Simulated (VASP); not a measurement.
# La (Im-3m) in VASP: a series of runs

La is run at these levels: PBE; tasks: single point, relaxation of cell and atoms.

Program: VASP 6.6.1. These are calculated values, not measurements. Logs are shortened: lines on timing, memory, paths and dates and some standing lists are left out, and cuts for length are marked.

### Step 1. The cell of the first run

Symmetry: Im-3m, No. 229, cubic system. Conventional cell: a = 3.952 Å, b = 3.952 Å, c = 3.952 Å, α = 90.00°, β = 90.00°, γ = 90.00°. Within 4.5 Å of La (site symmetry m-3m) lie 14 La at 3.42 to 3.95 Å.

This isn't the form of La at room conditions, which is double hcp.

### Step 2. Single point, PBE

Input file INCAR:

```
SYSTEM = La
PREC     = Accurate       ! precision mode
ENCUT    = 520            ! plane-wave cutoff, eV
EDIFF    = 1E-6           ! SCF threshold, eV
ISMEAR   = -1             ! smearing method
SIGMA    = 0.1            ! smearing width, eV
LREAL    = .FALSE.        ! projectors in reciprocal space
LASPH    = .TRUE.         ! aspherical terms in the spheres
NELM     = 100            ! most SCF steps
ALGO     = Normal         ! electronic algorithm
ISIF     = 2              ! what is computed and relaxed
LWAVE    = .FALSE.        ! write WAVECAR
LCHARG   = .FALSE.        ! write CHGCAR
GGA      = PE             ! functional
NBANDS   = 12             ! bands
```

Input file KPOINTS:

```
Automatic mesh
0
G
  14 14 14
  0 0 0
```

Input file POSCAR:

```
La
1.0
   -1.9760582484      1.9760582484      1.9760582484
    1.9760582484     -1.9760582484      1.9760582484
    1.9760582484      1.9760582484     -1.9760582484
La
1
Direct
    0.0000000000      0.0000000000      0.0000000000
```

Potentials or basis: VASP PAW PBE potentials, release 64 (La).

On the command line:

```
> cat potpaw_PBE.64/La/POTCAR > POTCAR
> mpirun -np 1 vasp_std > vasp.out
```

OUTCAR:

```text
SYSTEM = La
   PREC = Accurate
   ENCUT = 520
   EDIFF = 1E-6
   ISMEAR = -1
   LREAL = .FALSE.
   LASPH = .TRUE.
   NELM = 100
   ISIF = 2
   GGA = PE

 ion  position               nearest neighbor table
   1  0.000  0.000  0.000-

  LATTYP: Found a body centered cubic cell.
 ALAT       =     3.9521164968

  Lattice vectors:

 A1 = (  -1.9760582484,   1.9760582484,   1.9760582484)
 A2 = (   1.9760582484,  -1.9760582484,   1.9760582484)
 A3 = (   1.9760582484,   1.9760582484,  -1.9760582484)

Analysis of symmetry for initial positions (statically):
=====================================================================
 Subroutine PRICEL returns:
 Original cell was already a primitive cell.

 Routine SETGRP: Setting up the symmetry group for a
 body centered cubic supercell.

 Subroutine GETGRP returns: Found 48 space group operations
 (whereof 48 operations were pure point group operations)
 out of a pool of 48 trial point group operations.

The static configuration has the point symmetry O_h .

Analysis of symmetry for dynamics (positions and initial velocities):
=====================================================================
 Subroutine PRICEL returns:
 Original cell was already a primitive cell.

 Routine SETGRP: Setting up the symmetry group for a
 body centered cubic supercell.

 Subroutine GETGRP returns: Found 48 space group operations
 (whereof 48 operations were pure point group operations)
 out of a pool of 48 trial point group operations.

The dynamic configuration has the point symmetry O_h .

 Subroutine INISYM returns: Found 48 space group operations
 (whereof 48 operations are pure point group operations),
 and found     1 'primitive' translations

----------------------------------------------------------------------------------------

                                     Primitive cell

  volume of cell :      30.8645

  direct lattice vectors                    reciprocal lattice vectors
    -1.976058248  1.976058248  1.976058248     0.000000000  0.253028978  0.253028978
     1.976058248 -1.976058248  1.976058248     0.253028978  0.000000000  0.253028978
     1.976058248  1.976058248 -1.976058248     0.253028978  0.253028978  0.000000000

  length of vectors
     3.422633285  3.422633285  3.422633285     0.357837013  0.357837013  0.357837013

  position of ions in fractional coordinates (direct lattice)
[... 82 lines left out ...]
   NFREE  =      0    steps in history (QN), initial steepest desc. (CG)
   ISIF   =      2    stress and relaxation
   ISYM   =      2    0-nonsym 1-usesym 2-fastsym
   POTIM  = 0.5000    time-step for ionic-motion
   TEBEG  =    0.0;   TEEND  =   0.0 temperature during run
   PSTRESS=    0.0 pullay stress
   NELECT =      11.0000    total number of electrons
   NUPDOWN=      -1.0000    fix difference up-down
   EMIN   =  10.00;   EMAX   =-10.00  energy-range for DOS
   EFERMI =   0.00;   METHOD = LEGACY
   ISMEAR =    -1;   SIGMA  =   0.10  broadening in eV -4-tet -1-fermi 0-gaus
   EFERMI_NEDOS =   21; number of points for ismear=-14 and -15
   IALGO  =     38    algorithm
   IMIX   =      4    mixing-type and parameters
     AMIX     =   0.40;   BMIX     =  1.00
     AMIX_MAG =   1.60;   BMIX_MAG =  1.00
  volume/ion in A,a.u.               =      30.86       208.28
  Fermi-wavevector in a.u.,A,eV,Ry     =   1.160698  2.193402 18.330046  1.347220
  Thomas-Fermi vector in A             =   2.297278
   LORBIT       =      0    0 simple, 1 ext, 2 COOP (PROOUT), +10 PAW based schemes
   GGA     = PE    functional components
   LHFCALC =     F    Hartree Fock is set to
   AEXX    =    0.0000 exact exchange contribution
   IVDW    =     0    specifies the selected vdW correction
   LEPSILON=     F    determine dielectric tensor
   LRPA    =     F    only Hartree local field effects (RPA)
 non-spin polarized calculation
  energy-cutoff  :      520.00
  volume of cell :       30.86
 maximum number of plane-waves:       856
 NGX is ok and might be reduce to    28
   NGX = 13   NGY = 13   NGZ = 13

 number of electron      11.0000000 magnetization

 Free energy of the ion-electron system (eV)
  ---------------------------------------------------
  ext. energy  EPLUGINS =         0.00000000
  ---------------------------------------------------
  free energy    TOTEN  =        -4.66485017 eV

  energy without entropy =       -4.58690278  energy(sigma->0) =       -4.62587647

 E-fermi :   9.7277     XC(G=0): -10.3396

 val. band max:        9.7275311399   @ k =   0.2857   0.0714  -0.0000
 cond. band min:       9.7316800238   @ k =   0.2857   0.2143  -0.0000
 fundamental gap:      0.0041488839
 Fermi energy:         9.7276611768

 k-point     1 :       0.0000    0.0000    0.0000
  band No.  band energies     occupation
      1     -22.9413      2.00000
      2      -5.4399      2.00000
      3      -5.4399      2.00000
      4      -5.4399      2.00000
      5       6.8689      2.00000
      6      11.4230      0.00000
      7      11.4230      0.00000
      8      11.4230      0.00000
      9      11.4917      0.00000
     10      11.4917      0.00000
     11      11.4917      0.00000
     12      12.5836      0.00000
[... 331 lines left out ...]
 k-point    24 :       0.3571    0.2857   -0.0000
  band No.  band energies     occupation
      1     -22.4672      2.00000
      2      -7.2330      2.00000
      3      -6.8930      2.00000
      4      -5.7449      2.00000
      5       8.8715      1.99962
      6      10.2047      0.01681
      7      10.8313      0.00003
      8      11.8633      0.00000
      9      12.0106      0.00000
     10      12.2001      0.00000
     11      12.4492      0.00000
     12      12.4595      0.00000

 [... further k-points ...]

------------------------ aborting loop because EDIFF is reached ----------------------------------------

  FORCE on cell =-STRESS in cart. coord.  units (eV):
  Direction    XX          YY          ZZ          XY          YZ          ZX
  --------------------------------------------------------------------------------------
  -------------------------------------------------------------------------------------
  Total        1.3629670      1.3629670      1.3629670      0.0000000     -0.0000000      0.0000000
  in kB       70.7516709     70.7516709     70.7516709      0.0000000     -0.0000000      0.0000000
  external PRESSURE =      70.7516709 kB  Pullay stress =       0.0000000 kB

 VOLUME and BASIS-vectors are now :
 -----------------------------------------------------------------------------
  energy-cutoff  :      520.00
  volume of cell :       30.86
      direct lattice vectors                 reciprocal lattice vectors
    -1.976058248  1.976058248  1.976058248     0.000000000  0.253028978  0.253028978
     1.976058248 -1.976058248  1.976058248     0.253028978  0.000000000  0.253028978
     1.976058248  1.976058248 -1.976058248     0.253028978  0.253028978  0.000000000

 POSITION                                       TOTAL-FORCE (eV/Angst)
 -----------------------------------------------------------------------------------
      0.00000      0.00000      0.00000         0.000000      0.000000      0.000000
 -----------------------------------------------------------------------------------
    total drift:                                0.000000      0.000000      0.000000

  FREE ENERGIE OF THE ION-ELECTRON SYSTEM (eV)
  ---------------------------------------------------
  free  energy   TOTEN  =        -4.6648501655 eV

  energy  without entropy=       -4.5869027842  energy(sigma->0) =       -4.62587647
```

stdout:

```text
POSCAR found type information on POSCAR La
 POSCAR found :  1 types and       1 ions
 scaLAPACK will be used
 LDA part: xc-table for (Slater+PW92), standard interpolation
 POSCAR, INCAR and KPOINTS ok, starting setup
 FFT: planning ... GRIDC
 FFT: planning ... GRID_SOFT
 FFT: planning ... GRID
 WAVECAR not read
 entering main loop
```

Run time: 35 s. Hardware: 1 thread of Intel Xeon Platinum 8488C (Sapphire Rapids), shared host; peak memory 0.2 GiB.

Results:

| Property | Result |
| --- | --- |
| Free energy | -4.6649 eV |
| Pressure | 7.1 GPa |
| Band gap on the k mesh | zero (an odd number of electrons rules out a gap without spin polarisation) |

Caveat: the cell stands under pressure; spin-orbit coupling is left out, which moves the levels of the heavy elements.

### Step 3. Single point, PBE

Input file INCAR:

```
SYSTEM = La
PREC     = Accurate       ! precision mode
ENCUT    = 520            ! plane-wave cutoff, eV
EDIFF    = 1E-6           ! SCF threshold, eV
ISMEAR   = -1             ! smearing method
SIGMA    = 0.1            ! smearing width, eV
LREAL    = .False.        ! projectors in reciprocal space
LASPH    = .True.         ! aspherical terms in the spheres
NELM     = 80             ! most SCF steps
ALGO     = Normal         ! electronic algorithm
ISIF     = 2              ! what is computed and relaxed
LWAVE    = .False.        ! write WAVECAR
LCHARG   = .True.         ! write CHGCAR
GGA      = PE             ! functional
LELF     = .True.         ! ELF
LVHAR    = .True.       
NBANDS   = 12             ! bands
```

Input file KPOINTS:

```
regular mesh
0
Gamma
  14 14 14
  0 0 0
```

Input file POSCAR:

```
La
1.0
   -1.9767348919      1.9767348919      1.9767348919
    1.9767348919     -1.9767348919      1.9767348919
    1.9767348919      1.9767348919     -1.9767348919
La
1
Direct
    0.0000000000      0.0000000000      0.0000000000
```

Potentials or basis: VASP PAW PBE potentials, release 64 (La).

On the command line:

```
> cat potpaw_PBE.64/La/POTCAR > POTCAR
> mpirun -np 1 vasp_std > vasp.out
```

It took 44 s on 1 thread of Intel Xeon Platinum 8488C (Sapphire Rapids), shared host; peak memory 0.2 GiB.

Results (log left out):

* Free energy: -4.6663 eV
* Pressure: 7.0 GPa
* Band gap on the k mesh: zero (an odd number of electrons rules out a gap without spin polarisation)

Levels at points of the mesh, in eV from the Fermi level:
```tsv
k point	band 4	band 5	band 6	band 7	band 8	band 9
(0.00, 0.00, 0.00)	-15.17	-2.86	1.69	1.69	1.69	1.76
(0.50, 0.00, 0.00)	-15.22	-2.06	-0.38	1.78	2.01	2.32
(0.50, 0.50, 0.50)	-16.69	-2.45	-2.45	2.01	2.29	2.29
```

Caveat: the cell stands under pressure; spin-orbit coupling is left out, which moves the levels of the heavy elements.

### Step 4. Relaxation of cell and atoms, PBE, target pressure 7 GPa, at which the enthalpy is minimised

Input file INCAR:

```
PREC = Accurate ; ENCUT = 600
EDIFF = 1E-6 ; ISMEAR = -1
SIGMA = 0.1 ; LREAL = False
LASPH = True ; NELM = 60
ALGO = Normal ; ISIF = 3
LWAVE = False ; LCHARG = False
GGA = PE ; IBRION = 2
NSW = 60 ; EDIFFG = -0.005
PSTRESS = 70.0
```

Input file KPOINTS:

```
Automatic mesh
0
Gamma
  14 14 14
```

Input file POSCAR:

```
La
1.0
   -1.9760582484      1.9760582484      1.9760582484
    1.9760582484     -1.9760582484      1.9760582484
    1.9760582484      1.9760582484     -1.9760582484
La
1
Direct
    0.0000000000      0.0000000000      0.0000000000
```

On the command line:

```
> cat potpaw_PBE.64/La/POTCAR > POTCAR
> mpirun -np 1 vasp_std > vasp.out
```

Wall time 43 s (1 thread of Intel Xeon Platinum 8488C (Sapphire Rapids), shared host); peak memory 0.2 GiB.

The run converged. Its results:

| Property | Result |
| --- | --- |
| Free energy | -4.6684 eV |
| Relaxed volume | 30.93 Å³/atom |
| Relaxed cell | a = 3.425 Å, b = 3.425 Å, c = 3.425 Å, α = 109.47°, β = 109.47°, γ = 109.47° |
| Space group after relaxing (to 0.1 Å) | Im-3m (No. 229) |
| Energy change on relaxing (the run minimises the enthalpy) | -2.8 meV/atom |
| Ionic steps | 2 |
| Pressure after relaxing | 7.0 GPa |
| Band gap on the k mesh | zero (an odd number of electrons rules out a gap without spin polarisation) |

The path:
| step | energy change (eV) | largest force (eV/Å) | pressure (GPa) | volume (Å³) |
| --- | --- | --- | --- | --- |
| 1 | 0.0000 | 0.0000 | 7.07 | 30.86 |
| 2 | -0.0028 | 0.0000 | 6.99 | 30.93 |

Final structure:
```cif
data_structure
_symmetry_space_group_name_H-M 'P 1'
_symmetry_Int_Tables_number 1
_cell_length_a 3.4250
_cell_length_b 3.4250
_cell_length_c 3.4250
_cell_angle_alpha 109.471
_cell_angle_beta 109.471
_cell_angle_gamma 109.471
_cell_volume 30.93
loop_
_atom_site_label
_atom_site_type_symbol
_atom_site_fract_x
_atom_site_fract_y
_atom_site_fract_z
_atom_site_occupancy
La1 La 0.00000 0.00000 0.00000 1
```

Levels at points of the mesh, in eV from the Fermi level:
```csv
k point,band 3,band 4,band 5,band 6,band 7,band 8,band 9
"(0.00, 0.00, 0.00)",-15.18,-15.18,-2.87,1.69,1.69,1.69,1.76
"(0.50, 0.00, 0.00)",-15.88,-15.22,-2.05,-0.38,1.78,2.01,2.32
"(0.50, 0.50, 0.50)",-16.69,-16.69,-2.45,-2.45,2.01,2.29,2.29
```

Caveat: the cell is relaxed towards a set pressure, so the run minimises the enthalpy, not the energy; spin-orbit coupling is left out, which moves the levels of the heavy elements.

### Step 5. Relaxation of cell and atoms, PBE, target pressure 7 GPa, at which the enthalpy is minimised

Input file INCAR:

```
SYSTEM = La
ALGO = Normal
EDIFF = 1E-6
EDIFFG = -0.005
ENCUT = 600
GGA = PE
IBRION = 2
ISIF = 3
ISMEAR = -1
LASPH = .TRUE.
LCHARG = .FALSE.
LREAL = .FALSE.
LWAVE = .FALSE.
NELM = 100
NSW = 32
PREC = Accurate
PSTRESS = 70.0
SIGMA = 0.1
```

Input file KPOINTS:

```
k-points
0
G
  14 14 14
  0 0 0
```

POSCAR is that of step 4.

Potentials or basis: VASP PAW PBE potentials, release 64 (La).

On the command line:

```
> cat potpaw_PBE.64/La/POTCAR > POTCAR
> mpirun -np 1 vasp_std > vasp.out
```

OUTCAR:

```text
SYSTEM = La
   EDIFF = 1E-6
   EDIFFG = -0.005
   ENCUT = 600
   GGA = PE
   IBRION = 2
   ISIF = 3
   ISMEAR = -1
   LASPH = .TRUE.
   LREAL = .FALSE.
   NELM = 100
   NSW = 32
   PREC = Accurate
   PSTRESS = 70.0

 ion  position               nearest neighbor table
   1  0.000  0.000  0.000-

  LATTYP: Found a body centered cubic cell.
 ALAT       =     3.9521164968

  Lattice vectors:

 A1 = (  -1.9760582484,   1.9760582484,   1.9760582484)
 A2 = (   1.9760582484,  -1.9760582484,   1.9760582484)
[... 519 lines left out ...]

  FORCE on cell =-STRESS in cart. coord.  units (eV):
  Direction    XX          YY          ZZ          XY          YZ          ZX
  --------------------------------------------------------------------------------------
  -------------------------------------------------------------------------------------
  Total        1.3501462      1.3501462      1.3501462      0.0000000      0.0000000     -0.0000000
  in kB       69.9415846     69.9415846     69.9415846      0.0000000      0.0000000     -0.0000000
  external PRESSURE =      -0.0584154 kB  Pullay stress =      70.0000000 kB

 VOLUME and BASIS-vectors are now :
 -----------------------------------------------------------------------------
  energy-cutoff  :      600.00
  volume of cell :       30.93
      direct lattice vectors                 reciprocal lattice vectors
    -1.977418700  1.977418700  1.977418700     0.000000000  0.252854896  0.252854896
     1.977418700 -1.977418700  1.977418700     0.252854896  0.000000000  0.252854896
     1.977418700  1.977418700 -1.977418700     0.252854896  0.252854896  0.000000000

 POSITION                                       TOTAL-FORCE (eV/Angst)
 -----------------------------------------------------------------------------------
      1.97742      1.97742      1.97742         0.000000     -0.000000     -0.000000
 -----------------------------------------------------------------------------------
    total drift:                                0.000000     -0.000000      0.000000

  FREE ENERGIE OF THE ION-ELECTRON SYSTEM (eV)
  ---------------------------------------------------
  free  energy   TOTEN  =        -4.6684416019 eV

  energy  without entropy=       -4.5904785043  energy(sigma->0) =       -4.62946005

  enthalpy is  TOTEN    =        -3.3171677910 eV   P V=        1.3512738109

 reached required accuracy - stopping structural energy minimisation
```

Run time: 49 s. Hardware: 1 thread of Intel Xeon Platinum 8488C (Sapphire Rapids), shared host; peak memory 0.2 GiB.

What came out:

| Quantity | Value |
| --- | --- |
| Free energy | -4.6684 eV |
| Relaxed volume | 30.93 Å³/atom |
| Relaxed cell | a = 3.425 Å, b = 3.425 Å, c = 3.425 Å, α = 109.47°, β = 109.47°, γ = 109.47° |
| Space group after relaxing (to 0.1 Å) | Im-3m (No. 229) |
| Energy change on relaxing (the run minimises the enthalpy) | -2.8 meV/atom |
| Ionic steps | 2 |
| Pressure after relaxing | 7.0 GPa |
| Band gap on the k mesh | zero (an odd number of electrons rules out a gap without spin polarisation) |

The path:
```tsv
step	energy change (eV)	largest force (eV/Å)	pressure (GPa)	volume (Å³)
1	0.0000	0.0000	7.07	30.86
2	-0.0028	0.0000	6.99	30.93
```

Final structure:
```
La
1.0
    -1.97742    1.97742    1.97742
     1.97742   -1.97742    1.97742
     1.97742    1.97742   -1.97742
La
1
Direct
  0.00000 0.00000 0.00000
```

Caveat: the cell is relaxed towards a set pressure, so the run minimises the enthalpy, not the energy; spin-orbit coupling is left out, which moves the levels of the heavy elements.

### Step 6. Summary

| task | cell | cutoff (eV) | gap on the mesh (eV) | pressure (GPa) |
| --- | --- | --- | --- | --- |
| single point | a = 3.423 Å, angles 109.5°, 1 atom | 520 | none | 7.1 |
| single point | a = 3.424 Å, angles 109.5°, 1 atom | 520 | none | 7.0 |
| relaxation of cell and atoms | relaxed to 7 GPa from a = 3.423 Å, angles 109.5°, 1 atom | 600 | none | 7.0 |

Alike in all rows: level PBE; potentials or basis VASP PAW PBE potentials, release 64 (La); no spin polarisation; k mesh 14 × 14 × 14; smearing fermi-dirac 0.1 eV.

Caveats: spin-orbit coupling is left out, which moves the levels of the heavy elements; the cell stands under pressure (at least some runs); the cell is relaxed towards a set pressure, so the run minimises the enthalpy, not the energy (at least some runs).

Total energies depend on the potentials used, so only differences within one code and one set of settings carry meaning.
